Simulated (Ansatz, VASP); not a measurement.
## Two plane-wave programs on Ti

```
CELL_PARAMETERS angstrom
3.00674 0.00000 0.00000
-1.50337 2.60391 0.00000
0.00000 0.00000 4.76246
ATOMIC_POSITIONS crystal
Ti 0.33333 0.66667 0.25000
Ti 0.66667 0.33333 0.75000
```

Alike in both runs: task single point; functional RPBE; k mesh 20 × 20 × 11; occupations fermi-dirac, width 0.1 eV; no spin polarisation.

```csv
,VASP,Ansatz
version,VASP 6.6.1,Ansatz 0.2.0
potentials or method,"VASP PAW PBE potentials, release 64 (Ti_sv), cutoff 520 eV","plane waves (420 eV) with PAW, scalar-relativistic"
valence electrons in the cell,24,24
```

VASP gave:

```
pressure (GPa) : -4.0
```

**Question.** Estimate Ansatz's values.

**Answer.** Pressure (GPa): -3.8.

VASP's potentials were made for PBE, not for RPBE.
